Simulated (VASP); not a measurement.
# Ti (I4/mmm) in VASP: notebook

Runs on Ti. Level: PBEsol. Tasks: single point.

Program: VASP 6.6.1. These are calculated values, not measurements. Logs are shortened: lines on timing, memory, paths and dates and some standing lists are left out, and cuts for length are marked.

## (1) The cell of the first run

The structure is tetragonal, space group I4/mmm (No. 139). The conventional cell has a = 3.545 Å, b = 3.545 Å, c = 3.151 Å, α = 90.00°, β = 90.00°, γ = 90.00°. Within 3.9 Å of Ti (site symmetry 4/mmm) lie 14 Ti at 2.96 to 3.54 Å.

## (2) Single point, PBEsol (strain +0.080 along x and y, -0.040 along z)

INCAR

```
SYSTEM = Ti
ALGO = Fast ; EDIFF = 1E-7
ENCUT = 520 ; GGA = PS
ISIF = 2 ; ISMEAR = 0
LASPH = .True. ; LCHARG = .False.
LREAL = .False. ; LWAVE = .False.
NBANDS = 12 ; NELM = 80
PREC = Accurate ; SIGMA = 0.15
```

KPOINTS

```
k-points
0
Gamma
  20 20 20
  0 0 0
```

POSCAR

```
Ti
1.0
   -1.7722800000      1.7722800000      1.5753600000
    1.7722800000     -1.7722800000      1.5753600000
    1.7722800000      1.7722800000     -1.5753600000
Ti
1
Direct
    0.0000000000      0.0000000000      0.0000000000
```

Potentials or basis: VASP PAW PBE potentials, release 64 (Ti_sv).

Run with:

```bash
$ cat potpaw_PBE.64/Ti_sv/POTCAR > POTCAR
$ mpirun -np 1 vasp_std > vasp.out
```

OUTCAR:

```text
SYSTEM = Ti
   EDIFF = 1E-7
   ENCUT = 520
   GGA = PS
   ISIF = 2
   ISMEAR = 0
   LASPH = .True.
   LREAL = .False.
   NELM = 80
   PREC = Accurate

 ion  position               nearest neighbor table
   1  0.000  0.000  0.000-

  LATTYP: Found a body centered tetragonal cell.
 ALAT       =     3.5445600000
 C/A-ratio  =     0.8888888889

  Lattice vectors:

 A1 = (  -1.7722800000,   1.7722800000,   1.5753600000)
 A2 = (   1.7722800000,  -1.7722800000,   1.5753600000)
 A3 = (   1.7722800000,   1.7722800000,  -1.5753600000)

Analysis of symmetry for initial positions (statically):
=====================================================================
 Subroutine PRICEL returns:
 Original cell was already a primitive cell.

 Routine SETGRP: Setting up the symmetry group for a
 body centered tetragonal supercell.

 Subroutine GETGRP returns: Found 16 space group operations
 (whereof 16 operations were pure point group operations)
 out of a pool of 16 trial point group operations.

The static configuration has the point symmetry D_4h.

Analysis of symmetry for dynamics (positions and initial velocities):
=====================================================================
 Subroutine PRICEL returns:
 Original cell was already a primitive cell.

 Routine SETGRP: Setting up the symmetry group for a
 body centered tetragonal supercell.

 Subroutine GETGRP returns: Found 16 space group operations
 (whereof 16 operations were pure point group operations)
 out of a pool of 16 trial point group operations.

The dynamic configuration has the point symmetry D_4h.

 Subroutine INISYM returns: Found 16 space group operations
 (whereof 16 operations are pure point group operations),
 and found     1 'primitive' translations

----------------------------------------------------------------------------------------

                                     Primitive cell

  volume of cell :      19.7927

  direct lattice vectors                    reciprocal lattice vectors
    -1.772280000  1.772280000  1.575360000     0.000000000  0.282122464  0.317387772
     1.772280000 -1.772280000  1.575360000     0.282122464  0.000000000  0.317387772
     1.772280000  1.772280000 -1.575360000     0.282122464  0.282122464  0.000000000

  length of vectors
     2.960356723  2.960356723  2.960356723     0.424650541  0.424650541  0.398981414

  position of ions in fractional coordinates (direct lattice)
     0.000000000  0.000000000  0.000000000

  ion indices of the primitive-cell ions
   primitive index   ion index
                 1           1

----------------------------------------------------------------------------------------

 KPOINTS: k-points

Automatic generation of k-mesh.
 Grid dimensions read from file:
 generate k-points for:   20   20   20

 Generating k-lattice:

  Cartesian coordinates                     Fractional coordinates (reciprocal lattice)
     0.000000000  0.014106123  0.015869389     0.050000000  0.000000000 -0.000000000
     0.014106123  0.000000000  0.015869389     0.000000000  0.050000000 -0.000000000
     0.014106123  0.014106123  0.000000000     0.000000000  0.000000000  0.050000000

  Length of vectors
     0.021232527  0.021232527  0.019949071

  Shift w.r.t. Gamma in fractional coordinates (k-lattice)
     0.000000000  0.000000000  0.000000000

 Subroutine IBZKPT returns following result:
 ===========================================

 Found    641 irreducible k-points:

 Following reciprocal coordinates:
            Coordinates               Weight
  0.000000  0.000000  0.000000      1.000000
  0.050000  0.000000  0.000000      8.000000
  0.100000 -0.000000  0.000000      8.000000
  0.150000  0.000000 -0.000000      8.000000
  0.200000 -0.000000  0.000000      8.000000
  0.250000  0.000000  0.000000      8.000000
[... 16 lines left out ...]
 -0.400000  0.050000  0.000000     16.000000
 -0.350000  0.050000  0.000000     16.000000
 [... further k-points ...]
   k-points           NKPTS =    641   k-points in BZ     NKDIM =    641   number of bands    NBANDS=     12
   number of dos      NEDOS =    301   number of ions     NIONS =      1
   total plane-waves  NPLWV =  13824
   dimension x,y,z NGX =    24 NGY =   24 NGZ =   24
   dimension x,y,z NGXF=    48 NGYF=   48 NGZF=   48
   ions per type =               1
   NGX,Y,Z   is equivalent  to a cutoff of  13.48, 13.48, 13.48 a.u.
   NGXF,Y,Z  is equivalent  to a cutoff of  26.96, 26.96, 26.96 a.u.
 SYSTEM =  Ti
   PREC   = accura    normal or accurate (medium, high low for compatibility)
   ISTART =      0    job   : 0-new  1-cont  2-samecut
   ICHARG =      2    charge: 1-file 2-atom 10-const
   ISPIN  =      1    spin polarized calculation?
   LNONCOLLINEAR =      F non collinear calculations
   LSORBIT =      F    spin-orbit coupling
   LASPH  =      T    aspherical Exc in radial PAW
   ENCUT  =  520.0 eV  38.22 Ry    6.18 a.u.   5.50  5.50  5.50*2*pi/ulx,y,z
   NELM   =     80;   NELMIN=  2; NELMDL= -5     # of ELM steps
   EDIFF  = 0.1E-06   stopping-criterion for ELM
   LREAL  =      F    real-space projection
   EDIFFG = 0.1E-05   stopping-criterion for IOM
   NSW    =      0    number of steps for IOM
   IBRION =     -1    ionic relax: 0-MD 1-quasi-New 2-CG
   NFREE  =      0    steps in history (QN), initial steepest desc. (CG)
   ISIF   =      2    stress and relaxation
   ISYM   =      2    0-nonsym 1-usesym 2-fastsym
   POTIM  = 0.5000    time-step for ionic-motion
   TEBEG  =    0.0;   TEEND  =   0.0 temperature during run
   PSTRESS=    0.0 pullay stress
   NELECT =      12.0000    total number of electrons
   NUPDOWN=      -1.0000    fix difference up-down
   EMIN   =  10.00;   EMAX   =-10.00  energy-range for DOS
   EFERMI =   0.00;   METHOD = LEGACY
   ISMEAR =     0;   SIGMA  =   0.15  broadening in eV -4-tet -1-fermi 0-gaus
   EFERMI_NEDOS =   21; number of points for ismear=-14 and -15
   IALGO  =     68    algorithm
   IMIX   =      4    mixing-type and parameters
     AMIX     =   0.40;   BMIX     =  1.00
     AMIX_MAG =   1.60;   BMIX_MAG =  1.00
  volume/ion in A,a.u.               =      19.79       133.57
  Fermi-wavevector in a.u.,A,eV,Ry     =   1.385587  2.618379 26.121158  1.919851
  Thomas-Fermi vector in A             =   2.509983
   LORBIT       =      0    0 simple, 1 ext, 2 COOP (PROOUT), +10 PAW based schemes
   GGA     = PS    functional components
   LHFCALC =     F    Hartree Fock is set to
   AEXX    =    0.0000 exact exchange contribution
   IVDW    =     0    specifies the selected vdW correction
   LEPSILON=     F    determine dielectric tensor
   LRPA    =     F    only Hartree local field effects (RPA)
 non-spin polarized calculation
 RMM-DIIS sequential band-by-band and
 Gauss-broadening in eV      SIGMA  =   0.15
  energy-cutoff  :      520.00
  volume of cell :       19.79
 maximum number of plane-waves:       554
 NGX is ok and might be reduce to    24
   NGX = 11   NGY = 11   NGZ = 11

 number of electron      12.0000002 magnetization

 Free energy of the ion-electron system (eV)
  ---------------------------------------------------
  ext. energy  EPLUGINS =         0.00000000
  ---------------------------------------------------
  free energy    TOTEN  =        -8.08749828 eV

  energy without entropy =       -8.05873750  energy(sigma->0) =       -8.07311789

 E-fermi :   6.6996     XC(G=0): -11.0214

 val. band max:        6.6989790918   @ k =  -0.2000  -0.2500   0.1000
 cond. band min:       6.7023407039   @ k =   0.3500   0.2500   0.0000
 fundamental gap:      0.0033616122
 Fermi energy:         6.6996017290

 k-point     1 :       0.0000    0.0000    0.0000
  band No.  band energies     occupation
      1     -49.8951      2.00000
      2     -25.9688      2.00000
      3     -25.9688      2.00000
      4     -25.9658      2.00000
      5       1.0311      2.00000
      6       7.0849      0.00028
      7       7.8476      0.00000
      8       7.8476      0.00000
      9       8.5174      0.00000
     10       9.3824      0.00000
     11      22.5027      0.00000
     12      22.5027      0.00000

 k-point     2 :       0.0500    0.0000    0.0000
  band No.  band energies     occupation
      1     -49.8931      2.00000
      2     -25.9785      2.00000
      3     -25.9725      2.00000
      4     -25.9681      2.00000
      5       1.1111      2.00000
      6       7.1005      0.00016
      7       7.8297      0.00000
      8       7.8454      0.00000
      9       8.5268      0.00000
     10       9.3499      0.00000
     11      22.4763      0.00000
     12      22.5620      0.00000

 k-point     3 :       0.1000   -0.0000    0.0000
  band No.  band energies     occupation
      1     -49.8872      2.00000
      2     -26.0111      2.00000
      3     -25.9831      2.00000
      4     -25.9703      2.00000
      5       1.3475      2.00000
      6       7.1151      0.00009
      7       7.7615      0.00000
      8       7.8746      0.00000
      9       8.5667      0.00000
     10       9.2680      0.00000
     11      22.3388      0.00000
     12      22.7257      0.00000
[... 286 lines left out ...]
 k-point    23 :      -0.4000    0.0500    0.0000
  band No.  band energies     occupation
      1     -49.8244      2.00000
      2     -26.3448      2.00000
      3     -26.0983      2.00000
      4     -25.9947      2.00000
      5       4.1940      2.00000
      6       6.3146      1.99972
      7       7.1016      0.00015
      8       9.0226      0.00000
      9       9.3837      0.00000
     10       9.8171      0.00000
     11      16.2551      0.00000
     12      19.3452      0.00000

 k-point    24 :      -0.3500    0.0500    0.0000
  band No.  band energies     occupation
      1     -49.8350      2.00000
      2     -26.2902      2.00000
      3     -26.0791      2.00000
      4     -25.9903      2.00000
      5       3.7280      2.00000
      6       6.4641      1.97360
      7       7.0041      0.00410
      8       9.0432      0.00000
      9       9.1567      0.00000
     10       9.4240      0.00000
     11      17.5625      0.00000
     12      19.8697      0.00000

 [... further k-points ...]

------------------------ aborting loop because EDIFF is reached ----------------------------------------

  FORCE on cell =-STRESS in cart. coord.  units (eV):
  Direction    XX          YY          ZZ          XY          YZ          ZX
  --------------------------------------------------------------------------------------
  -------------------------------------------------------------------------------------
  Total       -1.7786870     -1.7786870     -1.9323160      0.0000000      0.0000000      0.0000000
  in kB     -143.9811521   -143.9811521   -156.4171120      0.0000000      0.0000000      0.0000000
  external PRESSURE =    -148.1264720 kB  Pullay stress =       0.0000000 kB

 VOLUME and BASIS-vectors are now :
 -----------------------------------------------------------------------------
  energy-cutoff  :      520.00
  volume of cell :       19.79
      direct lattice vectors                 reciprocal lattice vectors
    -1.772280000  1.772280000  1.575360000     0.000000000  0.282122464  0.317387772
     1.772280000 -1.772280000  1.575360000     0.282122464  0.000000000  0.317387772
     1.772280000  1.772280000 -1.575360000     0.282122464  0.282122464  0.000000000

 POSITION                                       TOTAL-FORCE (eV/Angst)
 -----------------------------------------------------------------------------------
      0.00000      0.00000      0.00000        -0.000000      0.000000     -0.000000
 -----------------------------------------------------------------------------------
    total drift:                                0.000000     -0.000000      0.000000

  FREE ENERGIE OF THE ION-ELECTRON SYSTEM (eV)
  ---------------------------------------------------
  free  energy   TOTEN  =        -8.0874982784 eV

  energy  without entropy=       -8.0587375034  energy(sigma->0) =       -8.07311789
```

Wall time 2.1 min (1 thread of Intel Xeon 6975P-C (Granite Rapids), shared host); peak memory 0.26 GiB.

What came out:

```
Free energy            : -8.0875 eV
Pressure               : -14.8 GPa
Band gap on the k mesh : zero (bands 6 and 7 overlap by 1.30 eV)
```

Levels at points of the mesh, in eV from the Fermi level:
```tsv
k point	band 3	band 4	band 5	band 6	band 7	band 8	band 9	band 10
(0.00, 0.00, 0.00)	-32.67	-32.67	-5.67	0.39	1.15	1.15	1.82	2.68
(0.50, 0.00, 0.00)	-32.82	-32.70	-2.16	-0.57	1.09	2.26	3.01	3.56
(0.50, 0.50, 0.00)	-32.78	-32.65	-2.25	0.31	0.36	1.72	2.38	3.51
(0.50, 0.50, 0.50)	-33.00	-32.90	-1.84	-1.63	3.25	3.25	3.42	6.35
```

Caveat: the cell differs from its parent crystal (strain +0.080 along x and y, -0.040 along z); the cell stands under tension; the PAW data sets were made with another functional, which shifts forces and pressure a little.

## (3) Single point, PBEsol (strain +0.080 along x and y, +0.000 along z)

INCAR

```
SYSTEM = Ti
PREC     = Accurate       ! precision mode
ENCUT    = 520            ! plane-wave cutoff, eV
EDIFF    = 1E-6           ! SCF threshold, eV
ISMEAR   = 0              ! smearing method
SIGMA    = 0.15           ! smearing width, eV
LREAL    = .False.        ! projectors in reciprocal space
LASPH    = .True.         ! aspherical terms in the spheres
NELM     = 100            ! most SCF steps
ALGO     = Fast           ! electronic algorithm
ISIF     = 2              ! what is computed and relaxed
LWAVE    = .False.        ! write WAVECAR
LCHARG   = .False.        ! write CHGCAR
GGA      = PS             ! functional
NBANDS   = 12             ! bands
```

KPOINTS

```
Automatic mesh
0
Gamma
  20 20 20
  0 0 0
```

POSCAR

```
Ti
1.0
   -1.7722800000      1.7722800000      1.6410000000
    1.7722800000     -1.7722800000      1.6410000000
    1.7722800000      1.7722800000     -1.6410000000
Ti
1
Direct
    0.0000000000      0.0000000000      0.0000000000
```

Potentials or basis: VASP PAW PBE potentials, release 64 (Ti_sv).

Run with:

```bash
$ cat potpaw_PBE.64/Ti_sv/POTCAR > POTCAR
$ mpirun -np 1 vasp_std > vasp.out
```

Run time: 90 s. Hardware: 1 thread of Intel Xeon 6975P-C (Granite Rapids), shared host; peak memory 0.26 GiB.

Results (log left out):

* Free energy: -7.9999 eV
* Pressure: -16.9 GPa
* Band gap on the k mesh: zero (bands 6 and 7 overlap by 1.31 eV)

Stress tensor (GPa, compression positive):
```
-16.29   0.00   0.00
  0.00 -16.29   0.00
  0.00   0.00 -18.25
```

Levels at points of the mesh, in eV from the Fermi level:
| k point | band 3 | band 4 | band 5 | band 6 | band 7 | band 8 | band 9 | band 10 |
| --- | --- | --- | --- | --- | --- | --- | --- | --- |
| (0.00, 0.00, 0.00) | -32.77 | -32.77 | -5.56 | 0.52 | 0.98 | 0.98 | 1.93 | 2.46 |
| (0.50, 0.00, 0.00) | -32.90 | -32.79 | -2.07 | -0.45 | 0.90 | 2.20 | 2.70 | 3.40 |
| (0.50, 0.50, 0.00) | -32.89 | -32.76 | -2.14 | 0.09 | 0.46 | 1.84 | 2.34 | 3.35 |
| (0.50, 0.50, 0.50) | -33.06 | -33.01 | -1.68 | -1.55 | 3.10 | 3.10 | 3.21 | 6.44 |

Caveat: the cell differs from its parent crystal (strain +0.080 along x and y, +0.000 along z); the cell stands under tension; the PAW data sets were made with another functional, which shifts forces and pressure a little.
